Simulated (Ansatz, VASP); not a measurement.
**Two plane-wave programs on Sb2Se5**

```xyz
7
Lattice="7.9175 -2.1049 0.0000 7.9175 2.1049 0.0000 -1.3446 0.0000 5.7007" Properties=species:S:1:pos:R:3 pbc="T T T"
Sb    1.6722    0.0000    2.3411
Sb   12.8180    0.0000    3.3595
Se    0.0000    0.0000    0.0000
Se    8.0130    0.0000    3.7596
Se    6.4773    0.0000    1.9410
Se    3.4197    0.0000    4.5043
Se   11.0705    0.0000    1.1964
```

Change from the starting cell: species swapped into the V2O5 type (C2/m, No. 12).

Alike in both runs: task relaxation of cell and atoms; functional PBE; k mesh 8 × 8 × 6; occupations gaussian, width 0.1 eV; no spin polarisation.

```csv
,VASP,Ansatz
version,VASP 6.6.1,Ansatz 0.2.0
potentials or method,"VASP PAW PBE potentials, release 64 (Sb, Se), cutoff 600 eV","scalar-relativistic, plane waves, PAW"
valence electrons in the cell,40,110
```

```tsv
	VASP	Ansatz	Ansatz less VASP
gap on the k mesh at the Fermi level, each at its own relaxed structure (eV)	none	none	-
relaxed volume (Å³/atom)	27.06	27.11	+0.048
relaxed length of the cell vector where the two differ most in proportion (Å)	8.184	8.181	-0.0023
```

A gap of «none» marks a metal or a gap that the smearing closes. VASP's potentials hold 40 valence electrons a cell and Ansatz's 110, so a difference there can come from the potentials and not from the codes.

Spin-orbit coupling is off throughout.
